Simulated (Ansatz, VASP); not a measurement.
Two plane-wave programs on GaN

```
CELL_PARAMETERS angstrom
0.00000 2.24915 2.24915
2.24915 0.00000 2.24915
2.24915 2.24915 0.00000
ATOMIC_POSITIONS crystal
Ga 0.00000 0.00000 0.00000
N 0.25000 0.25000 0.25000
```

Alike in both runs: task single point; functional PBEsol; k mesh 10 × 10 × 10; no spin polarisation.

|  | VASP | Ansatz |
| --- | --- | --- |
| version | VASP 6.6.1 | Ansatz 0.2.0 |
| potentials or method | VASP PAW PBE potentials, release 64 (Ga_d, N), cutoff 600 eV | scalar-relativistic, plane waves, PAW |
| occupations | gaussian, width 0.01 eV | fixed |
| valence electrons in the cell | 18 | 18 |

|  | VASP | Ansatz | Ansatz less VASP |
| --- | --- | --- | --- |
| gap on the k mesh at the Fermi level (eV) | 1.72 | 1.70 | -0.016 |
| least direct gap on the mesh (eV) | 1.72 | 1.70 | -0.016 |

VASP's potentials were made for PBE, not for PBEsol, and Ansatz warns of the same on its side.
